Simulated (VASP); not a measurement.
# Mo in VASP: single point with PBE+D3(BJ)

Aim: the single point of Mo with PBE+D3(BJ).

All numbers are computed with VASP 6.6.1; they aren't measurements. Logs are shortened: lines on timing, memory, paths and dates and some standing lists are left out, and cuts for length are marked.

### 1 The cell of the first run

The cell holds a slab with vacuum, 3 atoms: a = 2.711 Å, b = 2.711 Å, c = 18.427 Å, α = 90.00°, β = 90.00°, γ = 109.47°.

### 2 Single point, PBE+D3(BJ)

The input, INCAR:

```
  ALGO = Normal
  DIPOL = 0.5 0.5 0.497
  EDIFF = 1E-7
  ENCUT = 520
  GGA = PE
  IDIPOL = 3
  ISIF = 2
  ISMEAR = 0
  IVDW = 12
  LASPH = T
  LCHARG = F
  LDIPOL = T
  LREAL = F
  LWAVE = F
  NBANDS = 28
  NELM = 60
  PREC = Accurate
  SIGMA = 0.1
```

The input, KPOINTS:

```
k-points
0
Gamma
  11 11 1
```

The input, POSCAR:

```
Mo
1.0
    2.7108763460      0.0000000000      0.0000000000
   -0.9036254487      2.5558387296      0.0000000000
    0.0000000000      0.0000000000     18.4268425357
Mo
3
Direct
    0.5000000000      0.5000000000      0.3798806001
    0.0000000000      0.0000000000      0.4969124748
    0.5000000000      0.5000000000      0.6139476005
```

Potentials or basis: VASP PAW PBE potentials, release 64 (Mo_sv).

Run with:

```bash
$ cat potpaw_PBE.64/Mo_sv/POTCAR > POTCAR
$ mpirun -np 1 vasp_std > vasp.out
```

OUTCAR:

```text
EDIFF = 1E-7
   ENCUT = 520
   GGA = PE
   ISIF = 2
   ISMEAR = 0
   IVDW = 12
   LASPH = T
   LREAL = F
   NELM = 60
   PREC = Accurate
 IVDW          = 12

 ion  position               nearest neighbor table
   1  0.500  0.500  0.380-   2 2.66   2 2.66   2 3.09   2 3.09
   2  0.000  0.000  0.497-   1 2.66   1 2.66   3 2.66   3 2.66   1 3.09   1 3.09   3 3.09   3 3.09

   3  0.500  0.500  0.614-   2 2.66   2 2.66   2 3.09   2 3.09

  LATTYP: Found a base centered orthorhombic cell.
 ALAT       =     3.1302503762
 B/A-ratio  =     1.4142135624
 C/A-ratio  =     5.8866992481

  Lattice vectors:

 A1 = (   2.7108763460,   0.0000000000,   0.0000000000)
 A2 = (  -0.9036254487,   2.5558387296,   0.0000000000)
 A3 = (   0.0000000000,   0.0000000000,  18.4268425357)

Analysis of symmetry for initial positions (statically):
=====================================================================
 Subroutine PRICEL returns:
 Original cell was already a primitive cell.

 Routine SETGRP: Setting up the symmetry group for a
 base centered orthorhombic supercell.

 Subroutine GETGRP returns: Found  8 space group operations
 (whereof  4 operations were pure point group operations)
 out of a pool of  8 trial point group operations.

The static configuration has the point symmetry C_2v.
 The point group associated with its full space group is D_2h.

Analysis of symmetry for dynamics (positions and initial velocities):
=====================================================================
 Subroutine PRICEL returns:
 Original cell was already a primitive cell.

 Routine SETGRP: Setting up the symmetry group for a
 base centered orthorhombic supercell.

 Subroutine GETGRP returns: Found  8 space group operations
 (whereof  4 operations were pure point group operations)
 out of a pool of  8 trial point group operations.

The dynamic configuration has the point symmetry C_2v.
 The point group associated with its full space group is D_2h.

 Subroutine INISYM returns: Found  8 space group operations
 (whereof  4 operations are pure point group operations),
 and found     1 'primitive' translations

----------------------------------------------------------------------------------------

                                     Primitive cell

  volume of cell :     127.6715

  direct lattice vectors                    reciprocal lattice vectors
     2.710876346  0.000000000  0.000000000     0.368884402  0.130420331  0.000000000
    -0.903625449  2.555838730  0.000000000     0.000000000  0.391260993  0.000000000
[... 94 lines left out ...]
   ISYM   =      2    0-nonsym 1-usesym 2-fastsym
   POTIM  = 0.5000    time-step for ionic-motion
   TEBEG  =    0.0;   TEEND  =   0.0 temperature during run
   PSTRESS=    0.0 pullay stress
   NELECT =      42.0000    total number of electrons
   NUPDOWN=      -1.0000    fix difference up-down
   EMIN   =  10.00;   EMAX   =-10.00  energy-range for DOS
   EFERMI =   0.00;   METHOD = LEGACY
   ISMEAR =     0;   SIGMA  =   0.10  broadening in eV -4-tet -1-fermi 0-gaus
   EFERMI_NEDOS =   21; number of points for ismear=-14 and -15
   IALGO  =     38    algorithm
   IMIX   =      4    mixing-type and parameters
     AMIX     =   0.40;   BMIX     =  1.00
     AMIX_MAG =   1.60;   BMIX_MAG =  1.00
  volume/ion in A,a.u.               =      42.56       287.19
  Fermi-wavevector in a.u.,A,eV,Ry     =   1.130125  2.135627 17.377130  1.277183
  Thomas-Fermi vector in A             =   2.266821
   LORBIT       =      0    0 simple, 1 ext, 2 COOP (PROOUT), +10 PAW based schemes
   GGA     = PE    functional components
   LHFCALC =     F    Hartree Fock is set to
   AEXX    =    0.0000 exact exchange contribution
   IVDW    =    12    specifies the selected vdW correction
   LEPSILON=     F    determine dielectric tensor
   LRPA    =     F    only Hartree local field effects (RPA)
 non-spin polarized calculation
 Gauss-broadening in eV      SIGMA  =   0.10
  energy-cutoff  :      520.00
  volume of cell :      127.67
 maximum number of plane-waves:      3471
   NGX = 11   NGY = 11   NGZ = 69

 dipolmoment           0.000000      0.000000      0.000049 electrons x Angstroem

 number of electron      41.9999996 magnetization

 dipolmoment           0.000000      0.000000     -0.000688 electrons x Angstroem

 Free energy of the ion-electron system (eV)
  ---------------------------------------------------
  ext. energy  EPLUGINS =         0.00000000
  ---------------------------------------------------
  free energy    TOTEN  =       -30.31331271 eV

  energy without entropy =      -30.29995164  energy(sigma->0) =      -30.30663218

 E-fermi :   1.7496     XC(G=0):  -5.9845

 val. band max:        1.7198919476   @ k =  -0.0909   0.0909   0.0000
 cond. band min:       1.7599119907   @ k =  -0.3636   0.2727   0.0000
 fundamental gap:      0.0400200431
 Fermi energy:         1.7496117437

 k-point     1 :       0.0000    0.0000    0.0000
  band No.  band energies     occupation
      1     -59.5196      2.00000
      2     -59.1909      2.00000
      3     -59.1437      2.00000
      4     -34.0622      2.00000
      5     -33.3833      2.00000
      6     -33.1874      2.00000
[... 733 lines left out ...]
     27       2.8528      0.00000
     28       4.2368      0.00000

 [... further k-points ...]

------------------------ aborting loop because EDIFF is reached ----------------------------------------

 vacuum level on the upper side and lower side of the slab       (xc-potential included)        -0.161        -0.142

 Edisp (eV)   -1.43618

 E8    (eV) :    -0.7082

  FORCE on cell =-STRESS in cart. coord.  units (eV):
  Direction    XX          YY          ZZ          XY          YZ          ZX
  --------------------------------------------------------------------------------------
  -------------------------------------------------------------------------------------
  Total      -2.61705    -2.72030     0.07718    -0.14603     0.00000     0.00000
  in kB     -32.84186   -34.13766     0.96859    -1.83254     0.00000     0.00000
  external pressure =      -22.00 kB  Pullay stress =        0.00 kB

 VOLUME and BASIS-vectors are now :
 -----------------------------------------------------------------------------
  energy-cutoff  :      520.00
  volume of cell :      127.67
      direct lattice vectors                 reciprocal lattice vectors
     2.710876346  0.000000000  0.000000000     0.368884402  0.130420331  0.000000000
    -0.903625449  2.555838730  0.000000000     0.000000000  0.391260993  0.000000000
     0.000000000  0.000000000 18.426842536     0.000000000  0.000000000  0.054268657

 POSITION                                       TOTAL-FORCE (eV/Angst)
 -----------------------------------------------------------------------------------
      0.90363      1.27792      7.00000         0.000000      0.000000     -0.026485
      0.00000      0.00000      9.15653         0.000000      0.000000     -0.000000
      0.90363      1.27792     11.31312         0.000000      0.000000      0.026485
 -----------------------------------------------------------------------------------
    total drift:                                0.000000      0.000000     -0.213258

  FREE ENERGIE OF THE ION-ELECTRON SYSTEM (eV)
  ---------------------------------------------------
  free  energy   TOTEN  =       -31.7494907456 eV

  energy  without entropy=      -31.7361296775  energy(sigma->0) =      -31.74281021

 vacuum level on the upper side and lower side of the slab         6.276         6.295
```

stdout:

```text
POSCAR found type information on POSCAR Mo
 POSCAR found :  1 types and       3 ions
 scaLAPACK will be used
 LDA part: xc-table for (Slater+PW92), standard interpolation
 POSCAR, INCAR and KPOINTS ok, starting setup
 FFT: planning ... GRIDC
 FFT: planning ... GRID_SOFT
 FFT: planning ... GRID
 WAVECAR not read
 entering main loop
```

Wall time 3.1 min (1 thread of Intel Xeon 6975P-C, shared host); peak memory 0.28 GiB.

What came out:

| Property | Result |
| --- | --- |
| Free energy | -31.7495 eV |
| Largest force | 0.026 eV/Å |
| Band gap on the k mesh | zero (band 21 reaches 3.01 eV, above the bottom of band 22 at 1.08 eV) |
| Dispersion energy per atom | -0.479 eV |

Forces in eV/Å, atoms in the order of the input:
```
Mo   0.000  0.000 -0.026
Mo   0.000  0.000  0.000
Mo   0.000  0.000  0.026
```

Levels at points of the mesh, in eV from the Fermi level:
| k point | band 17 | band 18 | band 19 | band 20 | band 21 | band 22 | band 23 | band 24 | band 25 | band 26 |
| --- | --- | --- | --- | --- | --- | --- | --- | --- | --- | --- |
| (0.00, 0.00, 0.00) | -2.21 | -1.51 | -1.40 | -1.29 | -0.80 | -0.24 | 1.28 | 1.32 | 1.55 | 1.55 |
